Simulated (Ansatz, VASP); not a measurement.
# Hf3Ta2O: VASP beside Ansatz

```
CELL_PARAMETERS angstrom
4.77704 0.00000 0.00000
-2.38852 4.13704 0.00000
0.00000 0.00000 9.19914
ATOMIC_POSITIONS crystal
Hf 0.00000 0.00000 0.78858
Hf 0.00000 0.00000 0.21142
Hf 0.00000 0.00000 0.50000
Ta 0.33333 0.66667 0.50000
Ta 0.66667 0.33333 0.50000
O 0.00000 0.00000 0.00000
```

Alike in both runs: functional PBE; k mesh 12 × 12 × 4; occupations gaussian, width 0.1 eV; no spin polarisation.

Ansatz relaxed the structure, and its values are those at the end. VASP's run is a single point on that final structure, the one shown.

```csv
,VASP,Ansatz
version,VASP 6.6.1,Ansatz 0.2.0
potentials or method,"VASP PAW PBE potentials, release 64 (Hf_pv, Ta_pv, O), cutoff 520 eV","scalar-relativistic, plane waves, PAW"
valence electrons in the cell,58,110
```

```csv
,VASP,Ansatz,Ansatz less VASP
gap on the k mesh at the Fermi level (eV),none,none,-
pressure (GPa),-0.3,0.0,+0.27
rms of the force components (eV/Å),0.027,0.000,-0.0272
```

A gap of «none» marks a metal or a gap that the smearing closes. With one functional, cell and mesh, what is left measures potentials, basis and numerics. VASP's potentials hold 58 valence electrons a cell and Ansatz's 110, so a difference there can come from the potentials and not from the codes.

Spin-orbit coupling is off throughout.
